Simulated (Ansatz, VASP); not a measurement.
## Two plane-wave programs on Ge

Contents of INCAR:

```
PREC = Accurate
ENCUT = 520
EDIFF = 1E-6
ISMEAR = 0
SIGMA = 0.15
LREAL = F
LASPH = T
NELM = 100
ALGO = Normal
ISIF = 2
LWAVE = F
LCHARG = F
GGA = PS
NBANDS = 21
```

The input KPOINTS:

```
regular mesh
0
Gamma
  18 18 18
```

Contents of POSCAR:

```
Ge
1.0
    0.0000000000      2.7527443047      2.7527443047
    2.7527443047      0.0000000000      2.7527443047
    2.7527443047      2.7527443047      0.0000000000
Ge
2
Direct
    0.5000000000      0.5000000000      0.5000000000
    0.7500000000      0.7500000000      0.7500000000
```

Input for Ansatz:

```yaml
crystal:
  lattice:
    - [0.0, 2.7527443047, 2.7527443047]
    - [2.7527443047, 0.0, 2.7527443047]
    - [2.7527443047, 2.7527443047, 0.0]
  atoms:
    - { symbol: Ge, position: [0.5, 0.5, 0.5] }
    - { symbol: Ge, position: [0.75, 0.75, 0.75] }
basis:
  ecutwfc: 420
kpoints:
  mp_grid: { grid: [18, 18, 18] }
hamiltonian:
  xc: pbesol
scf:
  occupations: { method: gaussian, width: 0.15 }
output:
  forces: true
  stress: true
  eigenvalues: true
```

Change from the starting cell: strain -0.030 along x and y, -0.030 along z, atoms carried along.

Alike in both runs: task single point; functional PBEsol; k mesh 18 × 18 × 18; occupations gaussian, width 0.15 eV; no spin polarisation.

|  | VASP | Ansatz |
| --- | --- | --- |
| version | VASP 6.6.1 | Ansatz 0.2.0 |
| potentials or method | VASP PAW PBE potentials, release 64 (Ge_d), cutoff 520 eV | scalar-relativistic, plane waves, PAW |
| valence electrons in the cell | 28 | 28 |

|  | VASP | Ansatz | Ansatz less VASP |
| --- | --- | --- | --- |
| gap on the k mesh at the Fermi level (eV) | 0.36 | 0.36 | -0.005 |
| least direct gap on the mesh (eV) | 0.76 | 0.75 | -0.014 |
| pressure (GPa) | 7.5 | 7.7 | +0.13 |

VASP's potentials were made for PBE, not for PBEsol.
